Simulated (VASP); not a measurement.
Runs of VASP 6.6.1 on Ni. Symmetry: Fm-3m, No. 225, cubic system. The conventional cell has a = 3.534 Å, b = 3.534 Å, c = 3.534 Å, α = 90.00°, β = 90.00°, γ = 90.00°. Within 3.3 Å of Ni (site symmetry m-3m) lie 12 Ni at 2.50 Å. 

```tsv
k mesh	smearing	gap on the mesh (eV)	pressure (GPa)	moment (μB)
14 × 14 × 14	fermi-dirac 0.1 eV	none	-8.5	0.74
14 × 14 × 14	fermi-dirac 0.0005 eV	none	-8.7	0.75
7 × 7 × 7	fermi-dirac 0.1 eV	none	(a)	0.83
14 × 14 × 14	methfessel-paxton 0.15 eV	none	-8.7	0.75
```

Alike in all rows: task single point; level r2SCAN; potentials or basis VASP PAW PBE potentials, release 64 (Ni); spin collinear, ferromagnetic start; cell as given; cutoff (eV) 520.

Question: Fill in the values left out.

Answer: (a) -8.1.

Caveats: some runs use coarse meshes; the PAW data sets were made with another functional, which shifts forces and pressure a little.

A gap of «none» marks levels without a gap at the run's occupations.
